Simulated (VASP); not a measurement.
# CoSi2 (Immm) in VASP: further runs

CoSi2 is run at these levels: PBE; tasks: single point.

Everything below comes from runs of VASP 6.6.1. Logs are shortened: lines on timing, memory, paths and dates and some standing lists are left out, and cuts for length are marked.

**1. The cell of the first run**

It takes space group Immm (No. 71, orthorhombic). The conventional cell has a = 3.676 Å, b = 3.818 Å, c = 5.400 Å, α = 90.00°, β = 90.00°, γ = 90.00°. Within 3.0 Å of Co (site symmetry mmm) lie 8 Si at 2.29 to 2.33 Å. Within 3.0 Å of Si (site symmetry mm2) lie 4 Co at 2.29 to 2.33 Å and 6 Si at 2.65 to 2.73 Å.

**2. Single point, PBE (uniaxial strain along a: -3.0 %)**

Input file INCAR:

```
  ALGO = Normal
  EDIFF = 1E-6
  ENCUT = 520
  GGA = PE
  ISIF = 2
  ISMEAR = 0
  LASPH = True
  LCHARG = True
  LELF = True
  LREAL = False
  LVHAR = True
  LWAVE = False
  NBANDS = 26
  NELM = 80
  PREC = Accurate
  SIGMA = 0.1
```

Input file KPOINTS:

```
k-points
0
Gamma
  10 10 8
```

Input file POSCAR:

```
CoSi2
1.0
    2.5995408886      2.5995408886      0.0000000000
   -2.7000386034      2.7000386034      0.0000000000
    0.0000000000      0.0000000000      5.4000772067
Co Si
2 4
Direct
    0.0000000000      0.0000000000      0.0000000000
    0.5000000000      0.5000000000      0.5000000000
    0.0000000000      0.5000000000      0.7523976079
    0.5000000000      0.0000000000      0.7476023921
    0.5000000000      0.0000000000      0.2523976079
    0.0000000000      0.5000000000      0.2476023921
```

Potentials or basis: VASP PAW PBE potentials, release 64 (Co, Si).

On the command line:

```
$ cat potpaw_PBE.64/Co/POTCAR potpaw_PBE.64/Si/POTCAR > POTCAR
$ mpirun -np 1 vasp_std > vasp.out
```

OUTCAR:

```text
EDIFF = 1E-6
   ENCUT = 520
   GGA = PE
   ISIF = 2
   ISMEAR = 0
   LASPH = True
   LREAL = False
   NELM = 80
   PREC = Accurate

 ion  position               nearest neighbor table
   1  0.000  0.000  0.000-   4 2.29   5 2.29   4 2.29   5 2.29   3 2.33   6 2.33   3 2.33   6 2.33

   2  0.500  0.500  0.500-   3 2.29   6 2.29   3 2.29   6 2.29   4 2.33   5 2.33   5 2.33   4 2.33

   3  0.000  0.500  0.752-   2 2.29   2 2.29   1 2.33   1 2.33   4 2.65   4 2.65   4 2.65   4 2.65
                             6 2.67   6 2.73
   4  0.500  0.000  0.748-   1 2.29   1 2.29   2 2.33   2 2.33   3 2.65   3 2.65   3 2.65   3 2.65
                             5 2.67   5 2.73
   5  0.500  0.000  0.252-   1 2.29   1 2.29   2 2.33   2 2.33   6 2.65   6 2.65   6 2.65   6 2.65
                             4 2.67   4 2.73
   6  0.000  0.500  0.248-   2 2.29   2 2.29   1 2.33   1 2.33   5 2.65   5 2.65   5 2.65   5 2.65
                             3 2.67   3 2.73

  LATTYP: Found a simple orthorhombic cell.
 ALAT       =     3.6763059806
 B/A-ratio  =     1.0386597938
 C/A-ratio  =     1.4688867671

  Lattice vectors:

 A1 = (   2.5995408886,   2.5995408886,   0.0000000000)
 A2 = (  -2.7000386034,   2.7000386034,   0.0000000000)
 A3 = (   0.0000000000,   0.0000000000,   5.4000772067)

Analysis of symmetry for initial positions (statically):
=====================================================================
 Subroutine PRICEL returns following result:

  LATTYP: Found a body centered orthorhombic cell.
 ALAT       =     3.6763059806
 B/A-ratio  =     1.0386597938
 C/A-ratio  =     1.4688867671

  Lattice vectors:

 A1 = (   0.0502488574,  -2.6497897460,  -2.7000386034)
 A2 = (  -0.0502488574,   2.6497897460,  -2.7000386034)
 A3 = (   2.6497897460,  -0.0502488574,   2.7000386034)

   2 primitive cells build up your supercell.

 Routine SETGRP: Setting up the symmetry group for a
 simple orthorhombic supercell.

 Subroutine GETGRP returns: Found  8 space group operations
 (whereof  8 operations were pure point group operations)
 out of a pool of  8 trial point group operations.

The static configuration has the point symmetry D_2h.

Analysis of symmetry for dynamics (positions and initial velocities):
=====================================================================
 Subroutine PRICEL returns following result:

  LATTYP: Found a body centered orthorhombic cell.
 ALAT       =     3.6763059806
 B/A-ratio  =     1.0386597938
 C/A-ratio  =     1.4688867671

  Lattice vectors:

 A1 = (   0.0502488574,  -2.6497897460,  -2.7000386034)
 A2 = (  -0.0502488574,   2.6497897460,  -2.7000386034)
 A3 = (   2.6497897460,  -0.0502488574,   2.7000386034)

   2 primitive cells build up your supercell.

 Routine SETGRP: Setting up the symmetry group for a
 simple orthorhombic supercell.

 Subroutine GETGRP returns: Found  8 space group operations
 (whereof  8 operations were pure point group operations)
 out of a pool of  8 trial point group operations.

The dynamic configuration has the point symmetry D_2h.

 Subroutine INISYM returns: Found  8 space group operations
 (whereof  8 operations are pure point group operations),
 and found     2 'primitive' translations

----------------------------------------------------------------------------------------

                                     Primitive cell

  volume of cell :      37.9024

  direct lattice vectors                    reciprocal lattice vectors
     0.050248857 -2.649789746 -2.700038603     0.185182538 -0.185182538 -0.185182538
    -0.050248857  2.649789746 -2.700038603     0.192341656  0.192341656 -0.185182538
     2.649789746 -0.050248857  2.700038603     0.377524194  0.007159119  0.000000000

  length of vectors
     3.783400469  3.783400469  3.783400469     0.320745564  0.329064124  0.377592068

  position of ions in fractional coordinates (direct lattice)
     0.000000000  0.000000000  0.000000000
     0.747602392  0.247602392  0.500000000
     0.252397608  0.752397608  0.500000000

  ion indices of the primitive-cell ions
[... 60 lines left out ...]
      5       5.3548      2.00000
      6       6.1979      2.00000
[... 18 lines left out ...]
     25      15.8857      0.00000
     26      16.0078      0.00000

 k-point     4 :       0.3000    0.0000    0.0000
  band No.  band energies     occupation
      1      -1.9971      2.00000
      2       1.7214      2.00000
      3       1.8278      2.00000
      4       3.9187      2.00000
      5       4.5672      2.00000
      6       6.0784      2.00000
[... 18 lines left out ...]
     25      16.4710      0.00000
     26      16.6044      0.00000

 k-point     5 :       0.4000    0.0000    0.0000
  band No.  band energies     occupation
      1      -1.2708      2.00000
      2       0.6886      2.00000
      3       2.2762      2.00000
      4       3.7406      2.00000
      5       4.5349      2.00000
      6       5.7426      2.00000
[... 18 lines left out ...]
     25      16.4213      0.00000
     26      17.0509      0.00000

 k-point     6 :       0.5000    0.0000    0.0000
  band No.  band energies     occupation
      1      -0.3652      2.00000
      2      -0.3652      2.00000
      3       2.9597      2.00000
      4       2.9597      2.00000
      5       5.1891      2.00000
      6       5.1891      2.00000
[... 427 lines left out ...]
 k-point    21 :       0.2000    0.3000    0.0000
  band No.  band energies     occupation
      1      -1.6441      2.00000
      2       1.8153      2.00000
      3       1.9845      2.00000
      4       4.2325      2.00000
      5       4.4637      2.00000
      6       4.6794      2.00000
[... 18 lines left out ...]
     25      16.9666      0.00000
     26      17.0206      0.00000

 k-point    22 :       0.3000    0.3000    0.0000
  band No.  band energies     occupation
      1      -1.1270      2.00000
      2       1.8870      2.00000
      3       2.3543      2.00000
      4       3.7890      2.00000
      5       4.3464      2.00000
      6       4.7156      2.00000
[... 18 lines left out ...]
     25      17.6139      0.00000
     26      18.0793      0.00000

 k-point    23 :       0.4000    0.3000    0.0000
  band No.  band energies     occupation
      1      -0.4239      2.00000
      2       1.3307      2.00000
      3       2.8418      2.00000
      4       3.7854      2.00000
      5       3.9550      2.00000
      6       5.2605      2.00000
[... 18 lines left out ...]
     25      18.1450      0.00000
     26      18.5473      0.00000

 k-point    24 :       0.5000    0.3000    0.0000
  band No.  band energies     occupation
      1       0.4304      2.00000
      2       0.4304      2.00000
      3       3.4035      2.00000
      4       3.4035      2.00000
      5       4.4096      2.00000
      6       4.4096      2.00000
[... 18 lines left out ...]
     25      18.8303      0.00000
     26      18.8303      0.00000

 [... further k-points ...]
[... 5 lines left out ...]
  --------------------------------------------------------------------------------------
  -------------------------------------------------------------------------------------
  Total        1.5812477      1.5812477      0.9128840      2.2963345      0.0000000      0.0000000
  in kB       33.4205734     33.4205734     19.2943257     48.5343423      0.0000000      0.0000000
  external PRESSURE =      28.7118242 kB  Pullay stress =       0.0000000 kB

 VOLUME and BASIS-vectors are now :
 -----------------------------------------------------------------------------
  energy-cutoff  :      520.00
  volume of cell :       75.80
      direct lattice vectors                 reciprocal lattice vectors
     2.599540889  2.599540889  0.000000000     0.192341656  0.192341656  0.000000000
    -2.700038603  2.700038603  0.000000000    -0.185182538  0.185182538  0.000000000
     0.000000000  0.000000000  5.400077207     0.000000000  0.000000000  0.185182538

 POSITION                                       TOTAL-FORCE (eV/Angst)
 -----------------------------------------------------------------------------------
      0.00000      0.00000      0.00000         0.000000     -0.000000      0.000000
     -0.05025      2.64979      2.70004        -0.000000      0.000000      0.000000
     -1.35002      1.35002      4.06301         0.000000     -0.000000      0.215181
      1.29977      1.29977      4.03711         0.000000     -0.000000     -0.215181
      1.29977      1.29977      1.36297         0.000000     -0.000000      0.215181
     -1.35002      1.35002      1.33707         0.000000     -0.000000     -0.215181
 -----------------------------------------------------------------------------------
    total drift:                               -0.000000      0.000000      0.000000

  FREE ENERGIE OF THE ION-ELECTRON SYSTEM (eV)
  ---------------------------------------------------
  free  energy   TOTEN  =       -38.5468323790 eV

  energy  without entropy=      -38.5388858515  energy(sigma->0) =      -38.54285912
```

Run time: 2.5 min. Hardware: 1 thread of AMD EPYC 9R45 (Zen 5), shared host; peak memory 0.36 GiB.

What came out:

| Item | Value |
| --- | --- |
| Free energy | -38.5468 eV |
| Pressure | 2.9 GPa |
| Largest force | 0.215 eV/Å |
| Band gap on the k mesh | zero (band 17 reaches 12.12 eV, above the bottom of band 18 at 8.91 eV) |

Forces in eV/Å, atoms in the order of the input:
```
Co   0.000  0.000  0.000
Co   0.000  0.000  0.000
Si   0.000  0.000  0.215
Si   0.000  0.000 -0.215
Si   0.000  0.000  0.215
Si   0.000  0.000 -0.215
```

Levels at points of the mesh, in eV from the Fermi level:
| k point | band 15 | band 16 | band 17 | band 18 | band 19 | band 20 |
| --- | --- | --- | --- | --- | --- | --- |
| (0.00, 0.00, 0.00) | -1.33 | 0.83 | 1.68 | 3.07 | 3.21 | 3.22 |
| (0.50, 0.00, 0.00) | -1.19 | -1.19 | 0.24 | 0.24 | 2.40 | 2.40 |
| (0.00, 0.50, 0.00) | -1.11 | -1.11 | 0.48 | 0.48 | 2.91 | 2.91 |
| (0.50, 0.50, 0.00) | -1.87 | -1.87 | -1.35 | -1.35 | 1.59 | 1.59 |
| (0.00, 0.00, 0.50) | -0.39 | -0.39 | -0.16 | -0.16 | 1.50 | 1.50 |
| (0.50, 0.00, 0.50) | -0.62 | -0.62 | -0.50 | -0.50 | 2.55 | 2.55 |
| (0.00, 0.50, 0.50) | -0.60 | -0.60 | -0.15 | -0.15 | 2.98 | 2.98 |
| (0.50, 0.50, 0.50) | -1.43 | -1.43 | -0.72 | -0.72 | 3.60 | 3.60 |

Caveat: the cell differs from its parent crystal (uniaxial strain along a: -3.0 %). Spin polarisation is off, so any magnetic state and its effect on volume and gap are missing.

**3. Single point, PBE (uniaxial strain along a: -3.0 %, then relaxed in part)**

Input file INCAR:

```
SYSTEM = CoSi2
  PREC = Accurate
  ENCUT = 520
  EDIFF = 1E-7
  ISMEAR = 0
  SIGMA = 0.1
  LREAL = .FALSE.
  LASPH = .TRUE.
  NELM = 60
  ALGO = Normal
  ISIF = 2
  LWAVE = .FALSE.
  LCHARG = .TRUE.
  GGA = PE
  LELF = .TRUE.
  LVHAR = .TRUE.
  NBANDS = 26
```

Input file KPOINTS:

```
Automatic mesh
0
G
  10 10 8
  0 0 0
```

Input file POSCAR:

```
CoSi2
1.0
    2.5995408886      2.5995408886      0.0000000000
   -2.6858768242      2.6858768242      0.0000000000
    0.0000000000      0.0000000000      5.4641444528
Co Si
2 4
Direct
    0.0000000000      0.0000000000      0.0000000000
    0.5000000000      0.5000000000      0.5000000000
    0.0000000000      0.5000000000      0.7553716163
    0.5000000000      0.0000000000      0.7446283837
    0.5000000000      0.0000000000      0.2553716163
    0.0000000000      0.5000000000      0.2446283837
```

Potentials or basis: VASP PAW PBE potentials, release 64 (Co, Si).

On the command line:

```
$ cat potpaw_PBE.64/Co/POTCAR potpaw_PBE.64/Si/POTCAR > POTCAR
$ mpirun -np 1 vasp_std > vasp.out
```

Wall time 2.7 min (1 thread of AMD EPYC 9R45 (Zen 5), shared host); peak memory 0.36 GiB.

The run converged. Its results:

```yaml
Free_energy: -38.5606 eV
Pressure: 1.6 GPa
Band_gap_on_the_k_mesh: zero (band 17 reaches 12.08 eV, above the bottom of band 18 at 8.85 eV)
```

Forces in eV/Å, atoms in the order of the input:
```
Co   0.000  0.000  0.000
Co   0.000  0.000  0.000
Si   0.000  0.000  0.002
Si   0.000  0.000 -0.002
Si   0.000  0.000  0.002
Si   0.000  0.000 -0.002
```

Stress tensor (GPa, compression positive):
```
 2.41  2.54  0.00
 2.54  2.41  0.00
 0.00  0.00 -0.13
```

Levels at points of the mesh, in eV from the Fermi level:
| k point | band 14 | band 15 | band 16 | band 17 | band 18 | band 19 | band 20 | band 21 |
| --- | --- | --- | --- | --- | --- | --- | --- | --- |
| (0.00, 0.00, 0.00) | -1.84 | -1.31 | 0.78 | 1.71 | 3.09 | 3.16 | 3.22 | 3.26 |
| (0.50, 0.00, 0.00) | -1.46 | -1.21 | -1.21 | 0.24 | 0.24 | 2.45 | 2.45 | 3.91 |
| (0.00, 0.50, 0.00) | -1.57 | -1.18 | -1.18 | 0.53 | 0.53 | 2.97 | 2.97 | 4.20 |
| (0.50, 0.50, 0.00) | -1.97 | -1.79 | -1.79 | -1.33 | -1.33 | 1.53 | 1.53 | 2.87 |
| (0.00, 0.00, 0.50) | -0.50 | -0.41 | -0.41 | -0.14 | -0.14 | 1.51 | 1.51 | 3.31 |
| (0.50, 0.00, 0.50) | -1.53 | -0.59 | -0.59 | -0.44 | -0.44 | 2.51 | 2.51 | 3.20 |
| (0.00, 0.50, 0.50) | -1.63 | -0.79 | -0.79 | -0.10 | -0.10 | 2.99 | 2.99 | 3.44 |
| (0.50, 0.50, 0.50) | -1.88 | -1.38 | -1.38 | -0.75 | -0.75 | 3.42 | 3.42 | 3.60 |

Caveat: the cell differs from its parent crystal (uniaxial strain along a: -3.0 %, then relaxed in part). Spin polarisation is off, so any magnetic state and its effect on volume and gap are missing.

**4. Single point, PBE (uniaxial strain along a: +3.0 %, then relaxed in part)**

Input file INCAR:

```
PREC = Accurate
ENCUT = 520
EDIFF = 1E-6
ISMEAR = 0
SIGMA = 0.1
LREAL = F
LASPH = T
NELM = 60
ALGO = Normal
ISIF = 2
LWAVE = F
LCHARG = F
GGA = PE
NBANDS = 26
```

Input file KPOINTS:

```
Automatic mesh
0
Gamma
  10 10 8
```

Input file POSCAR:

```
CoSi2
1.0
    2.7603372322      2.7603372322      0.0000000000
   -2.6740902349      2.6740902349      0.0000000000
    0.0000000000      0.0000000000      5.2829782184
Co Si
2 4
Direct
    0.0000000000      0.0000000000      0.0000000000
    0.5000000000      0.5000000000      0.5000000000
    0.0000000000      0.5000000000      0.7458136558
    0.5000000000      0.0000000000      0.7541863442
    0.5000000000      0.0000000000      0.2458136558
    0.0000000000      0.5000000000      0.2541863442
```

On the command line:

```
$ cat potpaw_PBE.64/Co/POTCAR potpaw_PBE.64/Si/POTCAR > POTCAR
$ mpirun -np 1 vasp_std > vasp.out
```

Wall time 2.7 min (1 thread of AMD EPYC 9R45 (Zen 5), shared host); peak memory 0.37 GiB.

It converged, with:

- Free energy: -38.5520 eV
- Pressure: -2.3 GPa
- Band gap on the k mesh: zero (band 17 reaches 11.39 eV, above the bottom of band 18 at 8.61 eV)

Stress tensor (GPa, compression positive):
```
-3.41 -3.21  0.00
-3.21 -3.41  0.00
 0.00  0.00 -0.23
```

Levels at points of the mesh, in eV from the Fermi level:
```
           k point  band 14  band 15  band 16  band 17  band 18  band 19  band 20  band 21
(0.00, 0.00, 0.00)    -1.77    -1.30     0.59     1.37     2.89     3.05     3.09     3.36
(0.50, 0.00, 0.00)    -1.48    -0.94    -0.94     0.32     0.32     2.54     2.54     4.40
(0.00, 0.50, 0.00)    -1.44    -0.97    -0.97     0.11     0.11     2.08     2.08     4.11
(0.50, 0.50, 0.00)    -1.85    -1.83    -1.83    -1.26    -1.26     1.59     1.59     2.98
(0.00, 0.00, 0.50)    -0.41    -0.20    -0.20    -0.02    -0.02     1.22     1.22     3.29
(0.50, 0.00, 0.50)    -1.55    -0.45    -0.45    -0.32    -0.32     2.85     2.85     3.38
(0.00, 0.50, 0.50)    -1.53    -0.76    -0.76    -0.30    -0.30     2.54     2.54     3.13
(0.50, 0.50, 0.50)    -1.99    -1.42    -1.42    -0.60    -0.60     3.65     3.65     3.78
```

Caveat: the cell differs from its parent crystal (uniaxial strain along a: +3.0 %, then relaxed in part). Spin polarisation is off, so any magnetic state and its effect on volume and gap are missing.

**5. Single point, PBE (uniaxial strain along a: +3.0 %)**

Input file INCAR:

```
SYSTEM = CoSi2
PREC = Accurate ; ENCUT = 520
EDIFF = 1E-7 ; ISMEAR = 0
SIGMA = 0.1 ; LREAL = .FALSE.
LASPH = .TRUE. ; NELM = 80
ALGO = Normal ; ISIF = 2
LWAVE = .FALSE. ; LCHARG = .TRUE.
GGA = PE ; LELF = .TRUE.
LVHAR = .TRUE. ; NBANDS = 26
```

Input file KPOINTS:

```
regular mesh
0
G
  10 10 8
  0 0 0
```

Input file POSCAR:

```
CoSi2
1.0
    2.7603372322      2.7603372322      0.0000000000
   -2.6598395174      2.6598395174      0.0000000000
    0.0000000000      0.0000000000      5.3196790349
Co Si
2 4
Direct
    0.0000000000      0.0000000000      0.0000000000
    0.5000000000      0.5000000000      0.5000000000
    0.0000000000      0.5000000000      0.7475433837
    0.5000000000      0.0000000000      0.7524566163
    0.5000000000      0.0000000000      0.2475433837
    0.0000000000      0.5000000000      0.2524566163
```

On the command line:

```
$ cat potpaw_PBE.64/Co/POTCAR potpaw_PBE.64/Si/POTCAR > POTCAR
$ mpirun -np 1 vasp_std > vasp.out
```

It took 3.1 min on 1 thread of AMD EPYC 9R45 (Zen 5), shared host; peak memory 0.37 GiB.

It converged, with:

| Item | Value |
| --- | --- |
| Free energy | -38.5454 eV |
| Pressure | -2.5 GPa |
| Largest force | 0.159 eV/Å |
| Band gap on the k mesh | zero (band 17 reaches 11.42 eV, above the bottom of band 18 at 8.58 eV) |

Forces on the atoms (eV/Å):
```
Co   0.000  0.000  0.000
Co   0.000  0.000  0.000
Si   0.000  0.000 -0.159
Si   0.000  0.000  0.159
Si   0.000  0.000 -0.159
Si   0.000  0.000  0.159
```

Stress tensor (GPa, compression positive):
```
-3.22 -4.52  0.00
-4.52 -3.22  0.00
 0.00  0.00 -1.09
```

Levels at points of the mesh, in eV from the Fermi level:
```
           k point  band 15  band 16  band 17  band 18  band 19  band 20
(0.00, 0.00, 0.00)    -1.29     0.56     1.40     2.93     3.10     3.17
(0.50, 0.00, 0.00)    -0.95    -0.95     0.35     0.35     2.60     2.60
(0.00, 0.50, 0.00)    -1.01    -1.01     0.14     0.14     2.13     2.13
(0.50, 0.50, 0.00)    -1.84    -1.84    -1.27    -1.27     1.57     1.57
(0.00, 0.00, 0.50)    -0.18    -0.18    -0.10    -0.10     1.24     1.24
(0.50, 0.00, 0.50)    -0.41    -0.41    -0.28    -0.28     2.85     2.85
(0.00, 0.50, 0.50)    -0.72    -0.72    -0.38    -0.38     2.51     2.51
(0.50, 0.50, 0.50)    -1.41    -1.41    -0.62    -0.62     3.65     3.65
```

Caveat: the cell differs from its parent crystal (uniaxial strain along a: +3.0 %).

**6. Summary**

```csv
cell,gap on the mesh (eV),pressure (GPa),largest force (eV/Å)
"a = 3.676, b = 3.818, c = 5.400 Å, 6 atoms",none,2.9,0.22
"a = 3.676, b = 3.798, c = 5.464 Å, 6 atoms",none,1.6,-
"a = 3.904, b = 3.782, c = 5.283 Å, 6 atoms",none,-2.3,-
"a = 3.904, b = 3.762, c = 5.320 Å, 6 atoms",none,-2.5,0.16
```

Alike in all rows: task single point; level PBE; potentials or basis VASP PAW PBE potentials, release 64 (Co, Si); no spin polarisation; k mesh 10 × 10 × 8; cutoff (eV) 520; smearing gaussian 0.1 eV.

Total energies depend on the potentials used, so only differences within one code and one set of settings carry meaning.
